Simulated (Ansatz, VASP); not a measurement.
## TiO2 in VASP and in Ansatz

INCAR

```
SYSTEM = TiO2
PREC     = Accurate       ! precision mode
ENCUT    = 520            ! plane-wave cutoff, eV
EDIFF    = 1E-7           ! SCF threshold, eV
ISMEAR   = -1             ! smearing method
SIGMA    = 0.05           ! smearing width, eV
LREAL    = .FALSE.        ! projectors in reciprocal space
LASPH    = .TRUE.         ! aspherical terms in the spheres
NELM     = 100            ! most SCF steps
ALGO     = Normal         ! electronic algorithm
ISIF     = 2              ! what is computed and relaxed
LWAVE    = .FALSE.        ! write WAVECAR
LCHARG   = .FALSE.        ! write CHGCAR
GGA      = PE             ! functional
NBANDS   = 33             ! bands
```

KPOINTS

```
Automatic mesh
0
G
  8 8 6
  0 0 0
```

File POSCAR:

```
TiO2
1.0
    2.7060340000     -2.7066550000      0.0000000000
    2.7060340000      2.7066550000      0.0000000000
   -2.6335310000      0.0000000000      4.7966370000
Ti O
2 4
Direct
    0.8658900000      0.1341100000      0.7500000000
    0.1341100000      0.8658900000      0.2500000000
    0.0887550000      0.3312210000      0.1671490000
    0.9112450000      0.6687790000      0.8328510000
    0.6687790000      0.9112450000      0.3328510000
    0.3312210000      0.0887550000      0.6671490000
```

input.yaml

```yaml
crystal:
  lattice:
    - [2.706034, -2.706655, 0.0]
    - [2.706034, 2.706655, 0.0]
    - [-2.633531, 0.0, 4.796637]
  atoms:
    - { symbol: Ti, position: [0.86589, 0.13411, 0.75] }
    - { symbol: Ti, position: [0.13411, 0.86589, 0.25] }
    - { symbol: O, position: [0.088755, 0.331221, 0.167149] }
    - { symbol: O, position: [0.911245, 0.668779, 0.832851] }
    - { symbol: O, position: [0.668779, 0.911245, 0.332851] }
    - { symbol: O, position: [0.331221, 0.088755, 0.667149] }
kpoints:
  mp_grid: { grid: [8, 8, 6] }
scf:
  occupations: { method: fermi_dirac, width: 0.05 }
hamiltonian:
  xc: pbe
  pseudopotentials: { kind: all_electron, lapw: { basis_error: 0.001 } }
output:
  forces: true
  stress: true
  eigenvalues: true
  populations: true
```

Alike in both runs: task single point; functional PBE; k mesh 8 × 8 × 6; occupations fermi-dirac, width 0.05 eV; no spin polarisation.

```csv
,VASP,Ansatz
version,VASP 6.6.1,Ansatz 0.2.0
potentials or method,"VASP PAW PBE potentials, release 64 (Ti_sv, O), cutoff 520 eV","all-electron LAPW, scalar-relativistic"
```

Ansatz gave:

| Property | Result |
| --- | --- |
| gap on the k mesh at the Fermi level (eV) | 2.07 |
| least direct gap on the mesh (eV) | 2.41 |
| pressure (GPa) | -1.6 |
| traceless stress, the component that is largest in VASP (GPa) | 0.38 |
| rms of the force components (eV/Å) | 0.062 |

Question: What did VASP give for the same quantities?

Answer: gap on the k mesh at the Fermi level (eV): 2.05; least direct gap on the mesh (eV): 2.39; pressure (GPa): -1.0; traceless stress, the component that is largest in VASP (GPa): 0.42; rms of the force components (eV/Å): 0.054.

Atom by atom the forces differ by 0.011 eV/Å (rms over components). Ansatz ran all-electron here, and VASP with PAW potentials.
